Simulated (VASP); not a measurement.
# Al2Ga3Sb3 (P-6m2) in VASP: notebook

Runs on Al2Ga3Sb3. Level: PBE. Tasks: single point, relaxation of cell and atoms.

All numbers are computed with VASP 6.6.1; they aren't measurements. Logs are shortened: lines on timing, memory, paths and dates and some standing lists are left out, and cuts for length are marked.

### Step 1. The cell of the first run

It takes space group P-6m2 (No. 187, hexagonal). Conventional cell: a = 4.548 Å, b = 4.548 Å, c = 10.826 Å, α = 90.00°, β = 90.00°, γ = 120.00°. Al (site symmetry 3m) has 3 Sb at 2.93 Å and 7 Ga at 3.10 to 3.76 Å and 1 Al at 3.30 Å within 3.9 Å. Within 3.5 Å of Ga (site symmetry -6m2) lie 3 Ga at 2.63 Å and 6 Al at 3.10 Å. Ga (site symmetry -6m2) has 9 Sb at 2.63 to 3.61 Å and 2 Al at 3.76 Å within 3.8 Å. Within 3.5 Å of Ga (site symmetry -6m2) lie 3 Ga at 2.63 Å and 2 Sb at 2.94 Å and 6 Al at 3.10 Å. Within 4.0 Å of Sb (site symmetry 3m) lie 3 Al at 2.93 Å and 7 Ga at 2.94 to 3.94 Å and 3 Sb at 3.61 Å. Within 3.7 Å of Sb (site symmetry -6m2) lie 3 Ga at 2.63 Å and 6 Sb at 3.61 Å.

The cell was built from a structure type or drawn by symmetry, and may not be a known phase.

### Step 2. Single point, PBE

Contents of INCAR:

```
SYSTEM = Al2Ga3Sb3
PREC = Accurate
ENCUT = 520
EDIFF = 1E-6
ISMEAR = 0
SIGMA = 0.2
LREAL = .False.
LASPH = .True.
NELM = 100
ALGO = Fast
ISIF = 2
LWAVE = .False.
LCHARG = .False.
GGA = PE
NBANDS = 40
```

Contents of KPOINTS:

```
Automatic mesh
0
Gamma
  4 4 2
  0 0 0
```

Contents of POSCAR:

```
Al2Ga3Sb3
1.0
    4.5478341493      0.0000000000      0.0000000000
   -2.2739170747      3.9385399055      0.0000000000
    0.0000000000      0.0000000000     10.8258074555
Al Ga Sb
2 3 3
Direct
    0.6666666667      0.3333333333      0.6526268370
    0.6666666667      0.3333333333      0.3473731630
    0.3333333333      0.6666666667      0.5000000000
    0.6666666667      0.3333333333      0.0000000000
    0.0000000000      0.0000000000      0.5000000000
    0.0000000000      0.0000000000      0.2282324106
    0.0000000000      0.0000000000      0.7717675894
    0.3333333333      0.6666666667      0.0000000000
```

Potentials or basis: VASP PAW PBE potentials, release 64 (Al, Ga_d, Sb).

Command:

```console
> cat potpaw_PBE.64/Al/POTCAR potpaw_PBE.64/Ga_d/POTCAR potpaw_PBE.64/Sb/POTCAR > POTCAR
> mpirun -np 1 vasp_std > vasp.out
```

OUTCAR:

```text
SYSTEM = Al2Ga3Sb3
   PREC = Accurate
   ENCUT = 520
   EDIFF = 1E-6
   ISMEAR = 0
   LREAL = .False.
   LASPH = .True.
   NELM = 100
   ISIF = 2
   GGA = PE

 ion  position               nearest neighbor table
   1  0.667  0.333  0.653-   7 2.93   7 2.93   7 2.93   3 3.10   3 3.10   5 3.10   5 3.10   5 3.10
                             3 3.10   2 3.30
   2  0.667  0.333  0.347-   6 2.93   6 2.93   6 2.93   3 3.10   3 3.10   5 3.10   5 3.10   5 3.10
                             3 3.10   1 3.30
   3  0.333  0.667  0.500-   5 2.63   5 2.63   5 2.63   1 3.10   2 3.10   1 3.10   2 3.10   1 3.10
                             2 3.10
   4  0.667  0.333  0.000-   8 2.63   8 2.63   8 2.63
   5  0.000  0.000  0.500-   3 2.63   3 2.63   3 2.63   7 2.94   6 2.94   1 3.10   2 3.10   2 3.10
                             1 3.10   2 3.10   1 3.10
   6  0.000  0.000  0.228-   2 2.93   2 2.93   2 2.93   5 2.94   8 3.61   8 3.61   8 3.61
   7  0.000  0.000  0.772-   1 2.93   1 2.93   1 2.93   5 2.94   8 3.61   8 3.61   8 3.61
   8  0.333  0.667  0.000-   4 2.63   4 2.63   4 2.63   7 3.61   6 3.61   7 3.61   6 3.61   7 3.61
                             6 3.61

  LATTYP: Found a hexagonal cell.
 ALAT       =     4.5478341493
 C/A-ratio  =     2.3804314538

  Lattice vectors:

 A1 = (   4.5478341493,   0.0000000000,   0.0000000000)
 A2 = (  -2.2739170747,   3.9385399055,   0.0000000000)
 A3 = (   0.0000000000,   0.0000000000,  10.8258074555)

Analysis of symmetry for initial positions (statically):
=====================================================================
 Subroutine PRICEL returns:
 Original cell was already a primitive cell.

 Routine SETGRP: Setting up the symmetry group for a
 hexagonal supercell.

 Subroutine GETGRP returns: Found 12 space group operations
 (whereof 12 operations were pure point group operations)
 out of a pool of 24 trial point group operations.

The static configuration has the point symmetry D_3h.

Analysis of symmetry for dynamics (positions and initial velocities):
=====================================================================
 Subroutine PRICEL returns:
 Original cell was already a primitive cell.

 Routine SETGRP: Setting up the symmetry group for a
 hexagonal supercell.

 Subroutine GETGRP returns: Found 12 space group operations
 (whereof 12 operations were pure point group operations)
 out of a pool of 24 trial point group operations.

The dynamic configuration has the point symmetry D_3h.

 Subroutine INISYM returns: Found 12 space group operations
 (whereof 12 operations are pure point group operations),
 and found     1 'primitive' translations

----------------------------------------------------------------------------------------

                                     Primitive cell

  volume of cell :     193.9100

  direct lattice vectors                    reciprocal lattice vectors
     4.547834149  0.000000000  0.000000000     0.219884887  0.126950599  0.000000000
    -2.273917075  3.938539905  0.000000000     0.000000000  0.253901198  0.000000000
     0.000000000  0.000000000 10.825807455     0.000000000  0.000000000  0.092371863

  length of vectors
     4.547834149  4.547834149 10.825807455     0.253901198  0.253901198  0.092371863

  position of ions in fractional coordinates (direct lattice)
     0.666666667  0.333333333  0.652626837
     0.666666667  0.333333333  0.347373163
     0.333333333  0.666666667  0.500000000
     0.666666667  0.333333333  0.000000000
     0.000000000  0.000000000  0.500000000
     0.000000000  0.000000000  0.228232411
     0.000000000  0.000000000  0.771767589
     0.333333333  0.666666667  0.000000000

  ion indices of the primitive-cell ions
   primitive index   ion index
                 1           1
                 2           2
                 3           3
                 4           4
                 5           5
                 6           6
                 7           7
                 8           8

----------------------------------------------------------------------------------------

 KPOINTS: Automatic mesh

Automatic generation of k-mesh.
 Grid dimensions read from file:
 generate k-points for:    4    4    2

 Generating k-lattice:

  Cartesian coordinates                     Fractional coordinates (reciprocal lattice)
     0.054971222  0.031737650  0.000000000     0.250000000  0.000000000  0.000000000
     0.000000000  0.063475299  0.000000000     0.000000000  0.250000000  0.000000000
     0.000000000  0.000000000  0.046185931     0.000000000  0.000000000  0.500000000

  Length of vectors
     0.063475299  0.063475299  0.046185931

  Shift w.r.t. Gamma in fractional coordinates (k-lattice)
     0.000000000  0.000000000  0.000000000

 Subroutine IBZKPT returns following result:
 ===========================================

 Found      8 irreducible k-points:

 Following reciprocal coordinates:
            Coordinates               Weight
  0.000000  0.000000  0.000000      1.000000
  0.250000  0.000000  0.000000      6.000000
  0.500000  0.000000  0.000000      3.000000
  0.250000  0.250000  0.000000      6.000000
  0.000000  0.000000  0.500000      1.000000
  0.250000  0.000000  0.500000      6.000000
  0.500000  0.000000  0.500000      3.000000
  0.250000  0.250000  0.500000      6.000000
   k-points           NKPTS =      8   k-points in BZ     NKDIM =      8   number of bands    NBANDS=     40
   number of dos      NEDOS =    301   number of ions     NIONS =      8
   total plane-waves  NPLWV = 108864
   dimension x,y,z NGX =    36 NGY =   36 NGZ =   84
   dimension x,y,z NGXF=    72 NGYF=   72 NGZF=  168
   ions per type =               2   3   3
   NGX,Y,Z   is equivalent  to a cutoff of  13.16, 13.16, 12.90 a.u.
   NGXF,Y,Z  is equivalent  to a cutoff of  26.32, 26.32, 25.80 a.u.
 SYSTEM =  Al2Ga3Sb3
   PREC   = accura    normal or accurate (medium, high low for compatibility)
   ISTART =      0    job   : 0-new  1-cont  2-samecut
   ICHARG =      2    charge: 1-file 2-atom 10-const
   ISPIN  =      1    spin polarized calculation?
   LNONCOLLINEAR =      F non collinear calculations
   LSORBIT =      F    spin-orbit coupling
   LASPH  =      T    aspherical Exc in radial PAW
   ENCUT  =  520.0 eV  38.22 Ry    6.18 a.u.   8.46  8.46 20.13*2*pi/ulx,y,z
[... 11 lines left out ...]
   PSTRESS=    0.0 pullay stress
   NELECT =      60.0000    total number of electrons
   NUPDOWN=      -1.0000    fix difference up-down
   EMIN   =  10.00;   EMAX   =-10.00  energy-range for DOS
   EFERMI =   0.00;   METHOD = LEGACY
   ISMEAR =     0;   SIGMA  =   0.20  broadening in eV -4-tet -1-fermi 0-gaus
   EFERMI_NEDOS =   21; number of points for ismear=-14 and -15
   IALGO  =     68    algorithm
   IMIX   =      4    mixing-type and parameters
     AMIX     =   0.40;   BMIX     =  1.00
     AMIX_MAG =   1.60;   BMIX_MAG =  1.00
  volume/ion in A,a.u.               =      24.24       163.57
  Fermi-wavevector in a.u.,A,eV,Ry     =   1.107283  2.092461 16.681764  1.226075
  Thomas-Fermi vector in A             =   2.243795
   LORBIT       =      0    0 simple, 1 ext, 2 COOP (PROOUT), +10 PAW based schemes
   GGA     = PE    functional components
   LHFCALC =     F    Hartree Fock is set to
   AEXX    =    0.0000 exact exchange contribution
   IVDW    =     0    specifies the selected vdW correction
   LEPSILON=     F    determine dielectric tensor
   LRPA    =     F    only Hartree local field effects (RPA)
 non-spin polarized calculation
 RMM-DIIS sequential band-by-band and
 Gauss-broadening in eV      SIGMA  =   0.20
  energy-cutoff  :      520.00
  volume of cell :      193.91
 maximum number of plane-waves:      5320
 NGX is ok and might be reduce to    36
   NGX = 17   NGY = 17   NGZ = 41

 number of electron      59.9999969 magnetization

 Free energy of the ion-electron system (eV)
  ---------------------------------------------------
  ext. energy  EPLUGINS =         0.00000000
  ---------------------------------------------------
  free energy    TOTEN  =       -27.30774879 eV

  energy without entropy =      -27.23955801  energy(sigma->0) =      -27.27365340

 E-fermi :   6.0390     XC(G=0):  -9.8011

 val. band max:        5.9768685947   @ k =   0.2500   0.0000   0.5000
 cond. band min:       6.2430966334   @ k =   0.5000   0.0000   0.0000
 fundamental gap:      0.2662280387
 Fermi energy:         6.0390475599

 k-point     1 :       0.0000    0.0000    0.0000
  band No.  band energies     occupation
      1      -9.1996      2.00000
      2      -9.1547      2.00000
      3      -9.1547      2.00000
      4      -9.1334      2.00000
      5      -9.1334      2.00000
      6      -9.0796      2.00000
[... 32 lines left out ...]
     39       8.6764      0.00000
     40       9.0228      0.00000

 k-point     2 :       0.2500    0.0000    0.0000
  band No.  band energies     occupation
      1      -9.1922      2.00000
      2      -9.1569      2.00000
      3      -9.1449      2.00000
      4      -9.1371      2.00000
      5      -9.1338      2.00000
      6      -9.0810      2.00000
[... 32 lines left out ...]
     39       9.5503      0.00000
     40       9.7402      0.00000

 k-point     3 :       0.5000    0.0000    0.0000
  band No.  band energies     occupation
      1      -9.1876      2.00000
      2      -9.1570      2.00000
      3      -9.1407      2.00000
      4      -9.1349      2.00000
      5      -9.1341      2.00000
      6      -9.1102      2.00000
[... 32 lines left out ...]
     39      11.0534      0.00000
     40      12.1077      0.00000

 k-point     4 :       0.2500    0.2500    0.0000
  band No.  band energies     occupation
      1      -9.1817      2.00000
      2      -9.1632      2.00000
      3      -9.1392      2.00000
      4      -9.1355      2.00000
      5      -9.1347      2.00000
      6      -9.1344      2.00000
[... 32 lines left out ...]
     39      10.6298      0.00000
     40      10.8501      0.00000

 k-point     5 :       0.0000    0.0000    0.5000
  band No.  band energies     occupation
      1      -9.1996      2.00000
      2      -9.1547      2.00000
      3      -9.1547      2.00000
      4      -9.1334      2.00000
      5      -9.1334      2.00000
      6      -9.0796      2.00000
[... 32 lines left out ...]
     39       8.3898      0.00000
     40       9.0896      0.00000

 k-point     6 :       0.2500    0.0000    0.5000
  band No.  band energies     occupation
      1      -9.1922      2.00000
      2      -9.1569      2.00000
      3      -9.1449      2.00000
      4      -9.1371      2.00000
      5      -9.1338      2.00000
      6      -9.0810      2.00000
[... 32 lines left out ...]
     39       9.2790      0.00000
     40      10.3912      0.00000

 k-point     7 :       0.5000    0.0000    0.5000
  band No.  band energies     occupation
      1      -9.1876      2.00000
      2      -9.1570      2.00000
      3      -9.1407      2.00000
      4      -9.1349      2.00000
      5      -9.1341      2.00000
      6      -9.1102      2.00000
[... 32 lines left out ...]
     39      11.5796      0.00000
     40      11.8256      0.00000

 k-point     8 :       0.2500    0.2500    0.5000
  band No.  band energies     occupation
      1      -9.1817      2.00000
      2      -9.1632      2.00000
      3      -9.1393      2.00000
      4      -9.1356      2.00000
      5      -9.1347      2.00000
      6      -9.1344      2.00000
[... 32 lines left out ...]
     39      10.2023      0.00000
     40      10.4942      0.00000

------------------------ aborting loop because EDIFF is reached ----------------------------------------

  FORCE on cell =-STRESS in cart. coord.  units (eV):
  Direction    XX          YY          ZZ          XY          YZ          ZX
  --------------------------------------------------------------------------------------
  -------------------------------------------------------------------------------------
  Total        0.1767563      0.1767563     -0.8156526     -0.0000000      0.0000000      0.0000000
  in kB        1.4604456      1.4604456     -6.7393129     -0.0000000      0.0000000      0.0000000
  external PRESSURE =      -1.2728072 kB  Pullay stress =       0.0000000 kB

 VOLUME and BASIS-vectors are now :
 -----------------------------------------------------------------------------
  energy-cutoff  :      520.00
  volume of cell :      193.91
      direct lattice vectors                 reciprocal lattice vectors
     4.547834149  0.000000000  0.000000000     0.219884887  0.126950599  0.000000000
    -2.273917075  3.938539905  0.000000000     0.000000000  0.253901198  0.000000000
     0.000000000  0.000000000 10.825807455     0.000000000  0.000000000  0.092371863

 POSITION                                       TOTAL-FORCE (eV/Angst)
 -----------------------------------------------------------------------------------
      2.27392      1.31285      7.06521        -0.000000     -0.000000      0.044716
      2.27392      1.31285      3.76059        -0.000000     -0.000000     -0.044716
     -0.00000      2.62569      5.41290        -0.000000     -0.000000     -0.000000
      2.27392      1.31285      0.00000         0.000000     -0.000000     -0.000000
      0.00000      0.00000      5.41290        -0.000000     -0.000000     -0.000000
      0.00000      0.00000      2.47080        -0.000000      0.000000     -0.010051
      0.00000      0.00000      8.35501         0.000000      0.000000      0.010051
     -0.00000      2.62569      0.00000         0.000000     -0.000000     -0.000000
 -----------------------------------------------------------------------------------
    total drift:                               -0.000002      0.000001      0.000000

  FREE ENERGIE OF THE ION-ELECTRON SYSTEM (eV)
  ---------------------------------------------------
  free  energy   TOTEN  =       -27.3077487898 eV

  energy  without entropy=      -27.2395580059  energy(sigma->0) =      -27.27365340
```

Wall time 2.1 min (1 thread of Intel Xeon Platinum 8259CL at 2.50GHz (Skylake/Cascade Lake), shared host); peak memory 0.34 GiB.

What came out:

| Quantity | Value |
| --- | --- |
| Free energy | -27.3077 eV |
| Pressure | -0.1 GPa |
| Largest force | 0.045 eV/Å |
| Band gap on the k mesh | zero (bands 30 and 31 overlap by 0.97 eV) |

Forces in eV/Å, atoms in the order of the input:
```
Al   0.000  0.000  0.045
Al   0.000  0.000 -0.045
Ga   0.000  0.000  0.000
Ga   0.000  0.000  0.000
Ga   0.000  0.000  0.000
Sb   0.000  0.000 -0.010
Sb   0.000  0.000  0.010
Sb   0.000  0.000  0.000
```

Levels at points of the mesh, in eV from the Fermi level:
```
           k point  band 27  band 28  band 29  band 30  band 31  band 32  band 33  band 34  band 35  band 36
(0.00, 0.00, 0.00)    -1.40    -1.09    -0.77    -0.77    -0.14    -0.14     0.66     0.94     0.94     0.96
(0.50, 0.00, 0.00)    -1.99    -1.82    -1.80    -1.16    -0.33     0.20     1.78     2.41     2.74     2.93
(0.00, 0.00, 0.50)    -1.31    -0.96    -0.96    -0.17    -0.12    -0.12     0.50     1.20     1.33     1.33
(0.50, 0.00, 0.50)    -2.55    -1.10    -0.55    -0.44    -0.19     0.23     0.47     0.89     1.42     4.15
```

Caveat: the k points lie up to 0.40 Å⁻¹ apart, too coarse for converged energies and pressures of a metal; spin-orbit coupling is left out, which moves the levels of the heavy elements.

### Step 3. Relaxation of cell and atoms, PBE

This run uses another cell than the first one, of 27.25 Å³/atom.

Contents of INCAR:

```
PREC = Accurate ; ENCUT = 600
EDIFF = 1E-7 ; ISMEAR = 0
SIGMA = 0.2 ; LREAL = False
LASPH = True ; NELM = 100
ALGO = Fast ; ISIF = 3
LWAVE = False ; LCHARG = False
GGA = PE ; IBRION = 2
NSW = 36 ; EDIFFG = -0.08
```

Contents of KPOINTS:

```
Automatic mesh
0
Gamma
  4 4 2
```

Contents of POSCAR:

```
Al2Ga3Sb3
1.0
    5.4510509000      0.0000000000      0.0000000000
   -2.7255254500      4.7207485600      0.0000000000
    0.0000000000      0.0000000000      8.4724451300
Al Ga Sb
2 3 3
Direct
    0.6666666700      0.3333333300      0.7533213700
    0.6666666700      0.3333333300      0.2466786300
    0.3333333300      0.6666666700      0.5000000000
    0.6666666700      0.3333333300      0.0000000000
    0.0000000000      0.0000000000      0.5000000000
    0.0000000000      0.0000000000      0.2753097500
    0.0000000000      0.0000000000      0.7246902500
    0.3333333300      0.6666666700      0.0000000000
```

Potentials or basis: VASP PAW PBE potentials, release 64 (Al, Ga_d, Sb).

Command:

```console
> cat potpaw_PBE.64/Al/POTCAR potpaw_PBE.64/Ga_d/POTCAR potpaw_PBE.64/Sb/POTCAR > POTCAR
> mpirun -np 1 vasp_std > vasp.out
```

Wall time 62 min (1 thread of Intel Xeon Platinum 8259CL at 2.50GHz (Skylake/Cascade Lake), shared host); peak memory 0.49 GiB.

It converged, with:

```yaml
Free_energy: -27.3111 eV
Relaxed_volume: 24.10 Å³/atom
Relaxed_cell: a = 4.560 Å, b = 4.560 Å, c = 10.705 Å, α = 90.00°, β = 90.00°, γ = 120.00°
Space_group_after_relaxing_to_0.1_Å: P-6m2 (No. 187)
Energy_gained_by_relaxing: 1541.0 meV/atom
Ionic_steps: 27
Pressure_after_relaxing: 0.0 GPa
Largest_force_after_relaxing: 0.070 eV/Å
Band_gap_on_the_k_mesh: zero (bands 30 and 31 overlap by 1.02 eV)
```

Forces in eV/Å, atoms in the order of the input:
```
Al   0.000  0.000  0.029
Al   0.000  0.000 -0.029
Ga   0.000  0.000  0.000
Ga   0.000  0.000  0.000
Ga   0.000  0.000  0.000
Sb   0.000  0.000 -0.070
Sb   0.000  0.000  0.070
Sb   0.000  0.000  0.000
```

The path:
| step | energy change (eV) | largest force (eV/Å) | pressure (GPa) | volume (Å³) |
| --- | --- | --- | --- | --- |
| 1 | 0.0000 | 19.5276 | 20.00 | 218.02 |
| 2 | -7.6898 | 0.6656 | -6.40 | 317.05 |
| 3 | -8.0203 | 0.6087 | -6.52 | 310.53 |
| 4 | -8.2884 | 0.5623 | -6.61 | 304.82 |
| 5 | -9.8299 | 0.1651 | -6.29 | 262.97 |
| 6 | -10.0371 | 0.6410 | -3.38 | 240.89 |
| 7 | -10.0820 | 0.1903 | -5.10 | 249.93 |
| 8 | -10.0955 | 0.2963 | -4.68 | 247.11 |
| 9 | -10.0955 | 0.3337 | -4.53 | 246.23 |
| 10 | -10.9464 | 0.4034 | -2.69 | 221.72 |
| 11 | -11.3213 | 0.5446 | 0.37 | 202.50 |
| 12 | -11.3447 | 0.6385 | 2.06 | 195.36 |
| 13 | -11.5793 | 0.5199 | 1.74 | 195.89 |
| 14 | -11.7199 | 0.6349 | 2.38 | 195.57 |
| 15 | -11.7619 | 0.5842 | 1.98 | 195.91 |
| 16 | -11.8347 | 0.3654 | -1.00 | 207.99 |
| 17 | -11.8394 | 0.4072 | -0.46 | 205.49 |
| 18 | -11.8708 | 0.4140 | -0.46 | 204.87 |
| 19 | -11.9647 | 0.4316 | -0.44 | 202.99 |
| 20 | -12.1403 | 0.4086 | -0.29 | 199.24 |
| 21 | -12.2883 | 0.0455 | 0.77 | 191.82 |
| 22 | -12.2935 | 0.1366 | 0.45 | 193.35 |
| 23 | -12.3195 | 0.0618 | -0.62 | 195.94 |
| 24 | -12.3203 | 0.0673 | -0.46 | 195.55 |
| 25 | -12.3257 | 0.1318 | 0.16 | 192.31 |
| 26 | -12.3262 | 0.1175 | 0.03 | 192.97 |
| 27 | -12.3282 | 0.0704 | -0.01 | 192.77 |

Final structure:
```
CELL_PARAMETERS angstrom
4.56002 0.00000 0.00000
-2.28001 3.94909 0.00000
0.00000 0.00000 10.70476
ATOMIC_POSITIONS crystal
Al 0.66667 0.33333 0.65309
Al 0.66667 0.33333 0.34691
Ga 0.33333 0.66667 0.50000
Ga 0.66667 0.33333 0.00000
Ga 0.00000 0.00000 0.50000
Sb 0.00000 0.00000 0.22751
Sb 0.00000 0.00000 0.77249
Sb 0.33333 0.66667 0.00000
```

Levels at points of the mesh, in eV from the Fermi level:
```csv
k point,band 29,band 30,band 31,band 32,band 33,band 34
"(0.00, 0.00, 0.00)",-0.82,-0.82,-0.18,-0.18,0.60,0.88
"(0.50, 0.00, 0.00)",-1.81,-1.18,-0.37,0.24,1.79,2.50
"(0.00, 0.00, 0.50)",-1.03,-0.21,-0.16,-0.16,0.43,1.15
"(0.50, 0.00, 0.50)",-0.49,-0.45,-0.17,0.22,0.52,0.94
```

Caveat: the k points lie up to 0.40 Å⁻¹ apart in the final cell, too coarse for converged energies and pressures of a metal; a cell axis changed by over 15 % at a fixed basis, so the end point is rough; spin-orbit coupling is left out, which moves the levels of the heavy elements; the relaxation stopped at a loose force limit of 0.08 eV/Å, so its end isn't a converged minimum.
